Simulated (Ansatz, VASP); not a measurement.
# WO: VASP beside Ansatz

The input INCAR:

```
SYSTEM = WO
PREC = Accurate
ENCUT = 600
EDIFF = 1E-7
ISMEAR = 0
SIGMA = 0.02
LREAL = .False.
LASPH = .True.
NELM = 150
ALGO = Normal
ISIF = 3
LWAVE = .False.
LCHARG = .False.
LMAXMIX = 4
LDAU = .True.
LDAUTYPE = 2
LDAUL = 2 -1
LDAUU = 6.2 0
LDAUJ = 0 0
LDAUPRINT = 1
GGA = PE
IBRION = 2
NSW = 80
EDIFFG = -0.01
```

The input KPOINTS:

```
Automatic mesh
0
Gamma
  10 10 10
  0 0 0
```

POSCAR

```
WO
1.0
    0.0000000000      2.4128820753      2.4128820753
    2.4128820753      0.0000000000      2.4128820753
    2.4128820753      2.4128820753      0.0000000000
W O
1 1
Direct
    0.0000000000      0.0000000000      0.0000000000
    0.2500000000      0.2500000000      0.2500000000
```

Input for Ansatz:

```yaml
crystal:
  lattice:
    - [0.0, 2.4128820392, 2.4128820392]
    - [2.4128820392, 0.0, 2.4128820392]
    - [2.4128820392, 2.4128820392, 0.0]
  atoms:
    - { symbol: W, position: [0.0, 0.0, 0.0] }
    - { symbol: O, position: [0.25, 0.25, 0.25] }
basis:
  ecutwfc: 420
kpoints:
  mp_grid: { grid: [10, 10, 10] }
hamiltonian:
  xc: pbe
  hubbard: { sites: [{ species: W, l: d, u_eff: 6.2 }] }
scf:
  occupations: { method: gaussian, width: 0.02 }
output:
  forces: true
  stress: true
  eigenvalues: true
relax:
  adjacent_minimum: "off"
  f_tol: 0.01
  max_steps: 60
  cell: { stress_tol: 0.05 }
```

Alike in both runs: task relaxation of cell and atoms; functional PBE; k mesh 10 × 10 × 10; occupations gaussian, width 0.02 eV; no spin polarisation; Hubbard terms W d U = 6.2 eV.

```csv
,VASP,Ansatz
version,VASP 6.6.1,Ansatz 0.2.0
potentials or method,"VASP PAW PBE potentials, release 64 (W_sv, O), cutoff 600 eV","scalar-relativistic, plane waves, PAW"
valence electrons in the cell,20,20
```

|  | VASP | Ansatz | Ansatz less VASP |
| --- | --- | --- | --- |
| gap on the k mesh at the Fermi level, each at its own relaxed structure (eV) | none | none | - |
| relaxed volume (Å³/atom) | 13.51 | 16.29 | +2.773 |
| relaxed cell length with the largest relative difference (Å) | 3.368 | 3.585 | +0.2163 |

The programs project onto different local orbitals, so the same U acts differently, and such runs can settle in different states. A gap of «none» marks a metal or a gap that the smearing closes. Ansatz's warnings: filled band counts differ across k points.

Neither program's run includes spin-orbit coupling.
